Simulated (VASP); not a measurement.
C, 2 atoms in the cell. The structure is cubic, space group Fd-3m (No. 227). The conventional cell has a = 3.548 Å, b = 3.548 Å, c = 3.548 Å, α = 90.00°, β = 90.00°, γ = 90.00°. Within 2.0 Å of C (site symmetry -43m) lie 4 C at 1.54 Å. 

* Program: VASP 6.6.1
* Task: single point
* Functional: PBE
* Potentials or basis: VASP PAW PBE potentials, release 64 (C)
* Cutoff: 520 eV
* k mesh: 10 × 10 × 10
* Occupations: gaussian, width 0.02 eV
* Spin: no spin polarisation
* Dipole correction: no
* Further INCAR settings: ALGO = Normal; EDIFF = 1e-06; NBANDS = 11

Potentials or basis: VASP PAW PBE potentials, release 64 (C).

Run with:

```console
$ cat potpaw_PBE.64/C/POTCAR > POTCAR
$ mpirun -np 1 vasp_std > vasp.out
```

Hardware: 1 thread of Intel(R) Xeon(R) Platinum 8488C (Sapphire Rapids), on a shared host.

Problem. How long does it take, and how much memory?

Solution. It took 3.9 s on 1 thread of Intel(R) Xeon(R) Platinum 8488C (Sapphire Rapids), with other jobs on the host, peak memory 0.12 GiB. Counts: scf iterations 11, k points 47.
